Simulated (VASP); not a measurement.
Input of a VASP 6.6.1 run:

INCAR

```
SYSTEM = Er2O
ALGO     = Normal         ! electronic algorithm
EDIFF    = 1E-7           ! SCF threshold, eV
EDIFFG   = -0.01          ! ionic threshold
ENCUT    = 600            ! plane-wave cutoff, eV
GGA      = PE             ! functional
GGA_COMPAT= .FALSE.      
IBRION   = 2              ! ionic algorithm
ISIF     = 3              ! what is computed and relaxed
ISMEAR   = 0              ! smearing method
LASPH    = .TRUE.         ! aspherical terms in the spheres
LCHARG   = .FALSE.        ! write CHGCAR
LMAXMIX  = 6              ! l up to which the mixer works
LREAL    = .FALSE.        ! projectors in reciprocal space
LWAVE    = .FALSE.        ! write WAVECAR
NELM     = 200            ! most SCF steps
NELMIN   = 4            
NSW      = 100            ! ionic steps
PREC     = Accurate       ! precision mode
SIGMA    = 0.1            ! smearing width, eV
```

Contents of KPOINTS:

```
k-points
0
G
  18 18 8
  0 0 0
```

The input POSCAR:

```
Er2O
1.0
    3.4662897914      0.0000000000      0.0000000000
   -1.7331448957      3.0018950163      0.0000000000
    0.0000000000      0.0000000000      5.6496786384
Er O
2 1
Direct
    0.3333333333      0.6666666667      0.2380879528
    0.6666666667      0.3333333333      0.7619120472
    0.0000000000      0.0000000000      0.0000000000
```

Potentials or basis: VASP PAW PBE potentials, release 64 (Er_3, O), 4f in core.

Launch:

```console
$ cat potpaw_PBE.64/Er_3/POTCAR potpaw_PBE.64/O/POTCAR > POTCAR
$ mpirun -np 1 vasp_std > vasp.out
```

(1) What does it give for the band gap on the k mesh?

(2) Predict the relaxed volume.

(3) Estimate the space group after relaxing (to 0.1 Å).

Results:

(1) zero (bands 12 and 13 overlap by 0.78 eV).

(2) 19.73 Å³/atom.

(3) P-3m1 (No. 164).

Caveat: spin-orbit coupling is left out, which moves the levels of the heavy elements; the 4f electrons are frozen in the core, so they carry no moment and show no levels; the run has no spin polarisation, though such a crystal can be magnetic.
